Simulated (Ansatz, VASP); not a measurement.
# Two plane-wave programs on Te2Mo

INCAR

```
SYSTEM = Te2Mo
PREC = Accurate ; ENCUT = 520
EDIFF = 1E-6 ; ISMEAR = 0
SIGMA = 0.05 ; LREAL = .False.
LASPH = .True. ; NELM = 60
ALGO = Normal ; ISIF = 2
LWAVE = .False. ; LCHARG = .False.
NBANDS = 20
```

File KPOINTS:

```
Automatic mesh
0
Gamma
  12 12 2
  0 0 0
```

Contents of POSCAR:

```
Te2Mo
1.0
    3.5602328140      0.0000000000      0.0000000000
   -1.7801164070      3.0832520603      0.0000000000
    0.0000000000      0.0000000000     17.5240578200
Te Mo
2 1
Direct
    0.3302759528      0.6605519055      0.8987923343
    0.3302759528      0.6605519055      0.1030814343
    0.0000000000      0.0000000000      0.0000000000
```

Input for Ansatz:

```yaml
crystal:
  lattice:
    - [3.560232814, 0.0, 0.0]
    - [-1.780116407, 3.0832520603, 0.0]
    - [0.0, 0.0, 17.52405782]
  atoms:
    - { symbol: Te, position: [0.3302759528, 0.6605519055, 0.8987923343] }
    - { symbol: Te, position: [0.3302759528, 0.6605519055, 0.1030814343] }
    - { symbol: Mo, position: [0.0, 0.0, 0.0] }
basis:
  ecutwfc: 420
kpoints:
  mp_grid: { grid: [12, 12, 2] }
hamiltonian:
  xc: lda
scf:
  occupations: { method: gaussian, width: 0.05 }
output:
  forces: true
  stress: true
  eigenvalues: true
```

Change from the starting cell: all Te atoms moved +0.025 Å, as atom 1 towards its neighbour atom 3 (Mo) at 2.726 Å.

Alike in both runs: task single point; functional LDA; k mesh 12 × 12 × 2; occupations gaussian, width 0.05 eV; no spin polarisation.

```csv
,VASP,Ansatz
version,VASP 6.6.1,Ansatz 0.2.0
potentials or method,"VASP PAW LDA potentials, release 64 (Te, Mo_sv), cutoff 520 eV","scalar-relativistic, plane waves, PAW"
valence electrons in the cell,26,46
```

VASP gave:

| Quantity | Value |
| --- | --- |
| gap on the k mesh at the Fermi level (eV) | 1.04 |
| least direct gap on the mesh (eV) | 1.04 |
| rms of the force components (eV/Å) | 0.245 |

Task: Which values does Ansatz return?

Result: gap on the k mesh at the Fermi level (eV): 1.04; least direct gap on the mesh (eV): 1.04; rms of the force components (eV/Å): 0.262.

LDA's correlation is that of Perdew and Zunger in VASP and of Perdew and Wang (1992) in Ansatz. Atom by atom the forces differ by 0.025 eV/Å (rms over components). VASP's potentials hold 26 valence electrons a cell and Ansatz's 46, so a difference there can come from the potentials and not from the codes.

Neither program's run includes spin-orbit coupling.
